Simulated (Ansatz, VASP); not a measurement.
# SiNi in VASP and in Ansatz

File INCAR:

```
PREC = Accurate ; ENCUT = 520
EDIFF = 1E-6 ; ISMEAR = 1
SIGMA = 0.1 ; LREAL = Auto
LASPH = T ; NELM = 60
ALGO = Normal ; ISIF = 2
LWAVE = F ; LCHARG = F
GGA = PE ; NBANDS = 70
```

File KPOINTS:

```
Automatic mesh
0
Gamma
  4 4 4
```

The input POSCAR:

```
SiNi
1.0
    0.0000000000      3.3970617458      5.5985038682
    5.1384089322      0.0000000000      5.5985038682
    5.1384089322      3.3970617458      0.0000000000
Si Ni
8 8
Direct
    0.2574661386      0.3283717858      0.4925338614
    0.7574661386      0.8283717858      0.9925338614
    0.2425338614      0.1716282142      0.0074661386
    0.7425338614      0.6716282142      0.5074661386
    0.1716282142      0.7425338614      0.5783717858
    0.6716282142      0.2425338614      0.0783717858
    0.3283717858      0.7574661386      0.9216282142
    0.8283717858      0.2574661386      0.4216282142
    0.2150833354      0.4734900663      0.0349166646
    0.7150833354      0.9734900663      0.5349166646
    0.2849166646      0.0265099337      0.4650833354
    0.7849166646      0.5265099337      0.9650833354
    0.0265099337      0.7849166646      0.2234900663
    0.5265099337      0.2849166646      0.7234900663
    0.4734900663      0.7150833354      0.2765099337
    0.9734900663      0.2150833354      0.7765099337
```

Input for Ansatz:

```yaml
crystal:
  lattice:
    - [0.0, 3.3970617458, 5.5985038682]
    - [5.1384089322, 0.0, 5.5985038682]
    - [5.1384089322, 3.3970617458, 0.0]
  atoms:
    - { symbol: Si, position: [0.2574661386, 0.3283717858, 0.4925338614] }
    - { symbol: Si, position: [0.7574661386, 0.8283717858, 0.9925338614] }
    - { symbol: Si, position: [0.2425338614, 0.1716282142, 0.0074661386] }
    - { symbol: Si, position: [0.7425338614, 0.6716282142, 0.5074661386] }
    - { symbol: Si, position: [0.1716282142, 0.7425338614, 0.5783717858] }
    - { symbol: Si, position: [0.6716282142, 0.2425338614, 0.0783717858] }
    - { symbol: Si, position: [0.3283717858, 0.7574661386, 0.9216282142] }
    - { symbol: Si, position: [0.8283717858, 0.2574661386, 0.4216282142] }
    - { symbol: Ni, position: [0.2150833354, 0.4734900663, 0.0349166646] }
    - { symbol: Ni, position: [0.7150833354, 0.9734900663, 0.5349166646] }
    - { symbol: Ni, position: [0.2849166646, 0.0265099337, 0.4650833354] }
    - { symbol: Ni, position: [0.7849166646, 0.5265099337, 0.9650833354] }
    - { symbol: Ni, position: [0.0265099337, 0.7849166646, 0.2234900663] }
    - { symbol: Ni, position: [0.5265099337, 0.2849166646, 0.7234900663] }
    - { symbol: Ni, position: [0.4734900663, 0.7150833354, 0.2765099337] }
    - { symbol: Ni, position: [0.9734900663, 0.2150833354, 0.7765099337] }
basis:
  ecutwfc: 420
  xc_grid: 2
hamiltonian:
  xc: pbe
  pseudopotentials: { kind: paw, azcp: { folder: soft_1 } }
kpoints:
  mp_grid: { grid: [4, 4, 4] }
scf:
  occupations: { method: methfessel_paxton, width: 0.1 }
  max_iter: 120
output:
  forces: true
```

Alike in both runs: task single point; functional PBE; k mesh 4 × 4 × 4; occupations methfessel-paxton of order 1, width 0.1 eV; no spin polarisation.

|  | VASP | Ansatz |
| --- | --- | --- |
| version | VASP 6.6.1 | Ansatz 0.2.0 |
| potentials or method | VASP PAW PBE potentials, release 64 (Si, Ni), cutoff 520 eV | plane-wave PAW DFT |
| valence electrons in the cell | 112 | 176 |

VASP gave:

| Property | Result |
| --- | --- |
| rms of the force components (eV/Å) | 0.008 |

**Question.** Which values does Ansatz return?

**Answer.** rms of the force components (eV/Å): 0.006.

Atom by atom the forces differ by 0.005 eV/Å (rms over components). VASP's potentials hold 112 valence electrons a cell and Ansatz's 176, so a difference there can come from the potentials and not from the codes.
